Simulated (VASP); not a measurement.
# P (P4/mmm) in VASP: further runs

P is run at these levels: PBE; tasks: single point.

Everything below comes from runs of VASP 6.6.1. Logs are shortened: lines on timing, memory, paths and dates and some standing lists are left out, and cuts for length are marked.

### Step 1. The cell of the first run

The typed cell holds 1 atom: a = 2.421 Å, b = 2.421 Å, c = 2.418 Å, α = 90.00°, β = 90.00°, γ = 90.00°.

This isn't the form of P at room conditions, which is orthorhombic.

### Step 2. Single point, PBE (14.17 Å³/atom)

Input file INCAR:

```
SYSTEM = P
PREC = Accurate
ENCUT = 520
EDIFF = 1E-6
ISMEAR = 0
SIGMA = 0.1
LREAL = .FALSE.
LASPH = .TRUE.
NELM = 100
ALGO = Normal
ISIF = 2
LWAVE = .FALSE.
LCHARG = .FALSE.
GGA = PE
NBANDS = 8
```

Input file KPOINTS:

```
regular mesh
0
G
  22 22 24
  0 0 0
```

Input file POSCAR:

```
P
1.0
    2.4209949250      0.0000000000      0.0000000000
    0.0000000000      2.4209949250      0.0000000000
    0.0000000000      0.0000000000      2.4181720101
P
1
Direct
    0.0000000000      0.0000000000      0.5000000000
```

Potentials or basis: VASP PAW PBE potentials, release 64 (P).

The run is started by

```
cat potpaw_PBE.64/P/POTCAR > POTCAR
mpirun -np 1 vasp_std > vasp.out
```

OUTCAR:

```text
SYSTEM = P
   PREC = Accurate
   ENCUT = 520
   EDIFF = 1E-6
   ISMEAR = 0
   LREAL = .FALSE.
   LASPH = .TRUE.
   NELM = 100
   ISIF = 2
   GGA = PE

 ion  position               nearest neighbor table
   1  0.000  0.000  0.500-

  LATTYP: Found a simple tetragonal cell.
 ALAT       =     2.4209949250
 C/A-ratio  =     0.9988339856

  Lattice vectors:

 A1 = (   2.4209949250,   0.0000000000,   0.0000000000)
 A2 = (   0.0000000000,   2.4209949250,   0.0000000000)
 A3 = (   0.0000000000,   0.0000000000,   2.4181720101)

Analysis of symmetry for initial positions (statically):
=====================================================================
 Subroutine PRICEL returns:
 Original cell was already a primitive cell.

 Routine SETGRP: Setting up the symmetry group for a
 simple tetragonal supercell.

 Subroutine GETGRP returns: Found 16 space group operations
 (whereof 16 operations were pure point group operations)
 out of a pool of 16 trial point group operations.

The static configuration has the point symmetry D_4h.

Analysis of symmetry for dynamics (positions and initial velocities):
=====================================================================
 Subroutine PRICEL returns:
 Original cell was already a primitive cell.

 Routine SETGRP: Setting up the symmetry group for a
 simple tetragonal supercell.

 Subroutine GETGRP returns: Found 16 space group operations
 (whereof 16 operations were pure point group operations)
 out of a pool of 16 trial point group operations.

The dynamic configuration has the point symmetry D_4h.

 Subroutine INISYM returns: Found 16 space group operations
 (whereof 16 operations are pure point group operations),
 and found     1 'primitive' translations

----------------------------------------------------------------------------------------

                                     Primitive cell

  volume of cell :      14.1734

  direct lattice vectors                    reciprocal lattice vectors
     2.420994925  0.000000000  0.000000000     0.413053324  0.000000000  0.000000000
     0.000000000  2.420994925  0.000000000     0.000000000  0.413053324  0.000000000
     0.000000000  0.000000000  2.418172010     0.000000000  0.000000000  0.413535512

  length of vectors
     2.420994925  2.420994925  2.418172010     0.413053324  0.413053324  0.413535512

  position of ions in fractional coordinates (direct lattice)
     0.000000000  0.000000000  0.500000000

  ion indices of the primitive-cell ions
   primitive index   ion index
                 1           1

----------------------------------------------------------------------------------------

 KPOINTS: regular mesh

Automatic generation of k-mesh.
 Grid dimensions read from file:
 generate k-points for:   22   22   24

 Generating k-lattice:

  Cartesian coordinates                     Fractional coordinates (reciprocal lattice)
     0.018775151  0.000000000  0.000000000     0.045454545  0.000000000  0.000000000
     0.000000000  0.018775151  0.000000000     0.000000000  0.045454545  0.000000000
     0.000000000  0.000000000  0.017230646     0.000000000  0.000000000  0.041666667

  Length of vectors
     0.018775151  0.018775151  0.017230646

  Shift w.r.t. Gamma in fractional coordinates (k-lattice)
     0.000000000  0.000000000  0.000000000

 Subroutine IBZKPT returns following result:
 ===========================================

 Found   1014 irreducible k-points:

 Following reciprocal coordinates:
            Coordinates               Weight
  0.000000  0.000000  0.000000      1.000000
  0.045455  0.000000  0.000000      4.000000
  0.090909  0.000000  0.000000      4.000000
  0.136364  0.000000  0.000000      4.000000
  0.181818  0.000000  0.000000      4.000000
  0.227273  0.000000  0.000000      4.000000
[... 16 lines left out ...]
  0.500000  0.045455  0.000000      4.000000
  0.090909  0.090909  0.000000      4.000000
 [... further k-points ...]
   k-points           NKPTS =   1014   k-points in BZ     NKDIM =   1014   number of bands    NBANDS=      8
   number of dos      NEDOS =    301   number of ions     NIONS =      1
   total plane-waves  NPLWV =   5832
   dimension x,y,z NGX =    18 NGY =   18 NGZ =   18
   dimension x,y,z NGXF=    36 NGYF=   36 NGZF=   36
   ions per type =               1
   NGX,Y,Z   is equivalent  to a cutoff of  12.36, 12.36, 12.37 a.u.
   NGXF,Y,Z  is equivalent  to a cutoff of  24.72, 24.72, 24.75 a.u.
 SYSTEM =  P
   PREC   = accura    normal or accurate (medium, high low for compatibility)
   ISTART =      0    job   : 0-new  1-cont  2-samecut
   ICHARG =      2    charge: 1-file 2-atom 10-const
   ISPIN  =      1    spin polarized calculation?
   LNONCOLLINEAR =      F non collinear calculations
   LSORBIT =      F    spin-orbit coupling
   LASPH  =      T    aspherical Exc in radial PAW
   ENCUT  =  520.0 eV  38.22 Ry    6.18 a.u.   4.50  4.50  4.50*2*pi/ulx,y,z
   NELM   =    100;   NELMIN=  2; NELMDL= -5     # of ELM steps
   EDIFF  = 0.1E-05   stopping-criterion for ELM
   LREAL  =      F    real-space projection
   EDIFFG = 0.1E-04   stopping-criterion for IOM
   NSW    =      0    number of steps for IOM
   IBRION =     -1    ionic relax: 0-MD 1-quasi-New 2-CG
   NFREE  =      0    steps in history (QN), initial steepest desc. (CG)
   ISIF   =      2    stress and relaxation
   ISYM   =      2    0-nonsym 1-usesym 2-fastsym
   POTIM  = 0.5000    time-step for ionic-motion
   TEBEG  =    0.0;   TEEND  =   0.0 temperature during run
   PSTRESS=    0.0 pullay stress
   NELECT =       5.0000    total number of electrons
   NUPDOWN=      -1.0000    fix difference up-down
   EMIN   =  10.00;   EMAX   =-10.00  energy-range for DOS
   EFERMI =   0.00;   METHOD = LEGACY
   ISMEAR =     0;   SIGMA  =   0.10  broadening in eV -4-tet -1-fermi 0-gaus
   EFERMI_NEDOS =   21; number of points for ismear=-14 and -15
   IALGO  =     38    algorithm
   IMIX   =      4    mixing-type and parameters
     AMIX     =   0.40;   BMIX     =  1.00
     AMIX_MAG =   1.60;   BMIX_MAG =  1.00
  volume/ion in A,a.u.               =      14.17        95.65
  Fermi-wavevector in a.u.,A,eV,Ry     =   1.156751  2.185942 18.205584  1.338073
  Thomas-Fermi vector in A             =   2.293368
   LORBIT       =      0    0 simple, 1 ext, 2 COOP (PROOUT), +10 PAW based schemes
   GGA     = PE    functional components
   LHFCALC =     F    Hartree Fock is set to
   AEXX    =    0.0000 exact exchange contribution
   IVDW    =     0    specifies the selected vdW correction
   LEPSILON=     F    determine dielectric tensor
   LRPA    =     F    only Hartree local field effects (RPA)
 non-spin polarized calculation
 Gauss-broadening in eV      SIGMA  =   0.10
  energy-cutoff  :      520.00
  volume of cell :       14.17
 maximum number of plane-waves:       394
   NGX =  9   NGY =  9   NGZ =  9

 number of electron       4.9999997 magnetization

 Free energy of the ion-electron system (eV)
  ---------------------------------------------------
  ext. energy  EPLUGINS =         0.00000000
  ---------------------------------------------------
  free energy    TOTEN  =        -5.26942731 eV

  energy without entropy =       -5.26789532  energy(sigma->0) =       -5.26866132

 E-fermi :  10.0166     XC(G=0): -11.3981

 val. band max:       10.0050845419   @ k =   0.3182   0.2273   0.1250
 cond. band min:      10.0185506788   @ k =   0.2727   0.0000   0.2083
 fundamental gap:      0.0134661368
 Fermi energy:        10.0165953047

 k-point     1 :       0.0000    0.0000    0.0000
  band No.  band energies     occupation
      1      -6.7467      2.00000
      2      15.1828      0.00000
      3      15.1828      0.00000
      4      15.2325      0.00000
      5      16.7914      0.00000
      6      16.8044      0.00000
      7      24.6412      0.00000
      8      34.8027      0.00000

 k-point     2 :       0.0455    0.0000    0.0000
  band No.  band energies     occupation
      1      -6.6985      2.00000
      2      14.0896      0.00000
      3      15.2209      0.00000
      4      15.2706      0.00000
      5      16.8395      0.00000
      6      17.8325      0.00000
      7      24.8032      0.00000
      8      34.4417      0.00000

 k-point     3 :       0.0909    0.0000    0.0000
  band No.  band energies     occupation
      1      -6.5542      2.00000
      2      12.4561      0.00000
      3      15.3349      0.00000
      4      15.3845      0.00000
      5      16.9538      0.00000
      6      19.2752      0.00000
      7      25.3083      0.00000
      8      33.4549      0.00000

 k-point     4 :       0.1364    0.0000    0.0000
  band No.  band energies     occupation
      1      -6.3147      2.00000
      2      10.7969      0.00000
      3      15.5227      0.00000
      4      15.5722      0.00000
      5      17.1406      0.00000
      6      20.5600      0.00000
      7      26.1848      0.00000
      8      32.2080      0.00000

 k-point     5 :       0.1818    0.0000    0.0000
  band No.  band energies     occupation
      1      -5.9816      2.00000
      2       9.1748      2.00000
      3      15.7809      0.00000
      4      15.8304      0.00000
      5      17.3941      0.00000
      6      21.6223      0.00000
      7      27.3901      0.00000
      8      30.8509      0.00000
[... 177 lines left out ...]
 k-point    22 :       0.4545    0.0455    0.0000
  band No.  band energies     occupation
      1      -2.5080      2.00000
      2       1.5298      2.00000
      3      17.0408      0.00000
      4      18.0880      0.00000
      5      20.1906      0.00000
      6      23.7191      0.00000
      7      24.7733      0.00000
      8      27.0941      0.00000

 k-point    23 :       0.5000    0.0455    0.0000
  band No.  band energies     occupation
      1      -2.2452      2.00000
      2       1.1766      2.00000
      3      17.1481      0.00000
      4      18.1962      0.00000
      5      20.2794      0.00000
      6      23.5376      0.00000
      7      24.5788      0.00000
      8      27.5944      0.00000

 k-point    24 :       0.0909    0.0909    0.0000
  band No.  band energies     occupation
      1      -6.3619      2.00000
      2      12.1831      0.00000
      3      13.1666      0.00000
      4      15.5362      0.00000
      5      18.3840      0.00000
      6      20.4744      0.00000
      7      25.7968      0.00000
      8      31.9945      0.00000

 [... further k-points ...]

------------------------ aborting loop because EDIFF is reached ----------------------------------------

  FORCE on cell =-STRESS in cart. coord.  units (eV):
  Direction    XX          YY          ZZ          XY          YZ          ZX
  --------------------------------------------------------------------------------------
  -------------------------------------------------------------------------------------
  Total        0.3061066      0.3061066      0.3053127      0.0000000      0.0000000      0.0000000
  in kB       34.6025727     34.6025727     34.5128273      0.0000000      0.0000000      0.0000000
  external PRESSURE =      34.5726575 kB  Pullay stress =       0.0000000 kB

 VOLUME and BASIS-vectors are now :
 -----------------------------------------------------------------------------
  energy-cutoff  :      520.00
  volume of cell :       14.17
      direct lattice vectors                 reciprocal lattice vectors
     2.420994925  0.000000000  0.000000000     0.413053324  0.000000000  0.000000000
     0.000000000  2.420994925  0.000000000     0.000000000  0.413053324  0.000000000
     0.000000000  0.000000000  2.418172010     0.000000000  0.000000000  0.413535512

 POSITION                                       TOTAL-FORCE (eV/Angst)
 -----------------------------------------------------------------------------------
      0.00000      0.00000      1.20909         0.000000      0.000000      0.000000
 -----------------------------------------------------------------------------------
    total drift:                               -0.000000     -0.000000     -0.000000

  FREE ENERGIE OF THE ION-ELECTRON SYSTEM (eV)
  ---------------------------------------------------
  free  energy   TOTEN  =        -5.2694273126 eV

  energy  without entropy=       -5.2678953238  energy(sigma->0) =       -5.26866132
```

Wall time 36 s (1 thread of AMD EPYC 9R45 (Zen 5), shared host); peak memory 0.16 GiB.

What came out:

| Item | Value |
| --- | --- |
| Free energy | -5.2694 eV |
| Pressure | 3.5 GPa |
| Band gap on the k mesh | zero (an odd number of electrons rules out a gap without spin polarisation) |

Levels at points of the mesh, in eV from the Fermi level:
```
           k point  band 1  band 2  band 3  band 4  band 5  band 6  band 7  band 8
(0.00, 0.00, 0.00)  -16.76    5.17    5.17    5.22    6.77    6.79   14.62   24.79
(0.50, 0.00, 0.00)  -12.31   -8.88    8.10    8.14    9.40   14.48   14.52   16.98
(0.50, 0.50, 0.00)   -7.46   -5.39   -5.39    0.84   10.86   17.11   17.11   17.47
(0.00, 0.00, 0.50)  -12.29   -8.89    8.11    8.11    9.41   14.47   14.47   16.95
(0.50, 0.00, 0.50)   -7.44   -5.40   -5.37    0.84   10.83   17.06   17.08   17.47
(0.50, 0.50, 0.50)   -2.22   -2.19   -2.19   -1.33    4.60    4.60    4.62   11.00
```

Caveat: the cell stands under pressure; an odd number of electrons without spin polarisation forces a metal; a magnetic or distorted state may lie lower.

### Step 3. Single point, PBE (15.05 Å³/atom)

This run uses another cell than the first one, of 15.05 Å³/atom.

Input file INCAR:

```
PREC = Accurate ; ENCUT = 520
EDIFF = 1E-6 ; ISMEAR = 0
SIGMA = 0.1 ; LREAL = False
LASPH = True ; NELM = 60
ALGO = Normal ; ISIF = 2
LWAVE = False ; LCHARG = False
GGA = PE ; NBANDS = 8
```

Input file KPOINTS:

```
Automatic mesh
0
Gamma
  22 22 24
```

Input file POSCAR:

```
P
1.0
    2.4744110219      0.0000000000      0.0000000000
    0.0000000000      2.4744110219      0.0000000000
    0.0000000000      0.0000000000      2.4580842015
P
1
Direct
    0.0000000000      0.0000000000      0.5000000000
```

Potentials or basis: VASP PAW PBE potentials, release 64 (P).

The run is started by

```
cat potpaw_PBE.64/P/POTCAR > POTCAR
mpirun -np 1 vasp_std > vasp.out
```

It took 36 s on 1 thread of AMD EPYC 9R45 (Zen 5), shared host; peak memory 0.17 GiB.

Results (log left out):

```yaml
Free_energy: -5.2690 eV
Pressure: -3.1 GPa
Band_gap_on_the_k_mesh: zero (an odd number of electrons rules out a gap without spin polarisation)
```

Levels at points of the mesh, in eV from the Fermi level:
```csv
k point,band 1,band 2,band 3,band 4,band 5,band 6,band 7
"(0.00, 0.00, 0.00)",-16.15,4.77,4.77,5.03,6.83,6.90,13.91
"(0.50, 0.00, 0.00)",-12.04,-8.36,7.42,7.68,9.34,14.17,14.42
"(0.50, 0.50, 0.00)",-7.61,-5.11,-5.11,1.21,10.12,16.74,16.84
"(0.00, 0.00, 0.50)",-11.91,-8.38,7.51,7.51,9.38,14.15,14.15
"(0.50, 0.00, 0.50)",-7.47,-5.15,-5.02,1.22,9.96,16.57,16.69
"(0.50, 0.50, 0.50)",-2.22,-2.08,-2.08,-2.01,4.78,4.78,4.87
```

Caveat: the cell stands under tension; an odd number of electrons without spin polarisation forces a metal; a magnetic or distorted state may lie lower.

[end of part 1 of 2]

The gap in the log of VASP goes by the Fermi energy; the results here count the filled bands.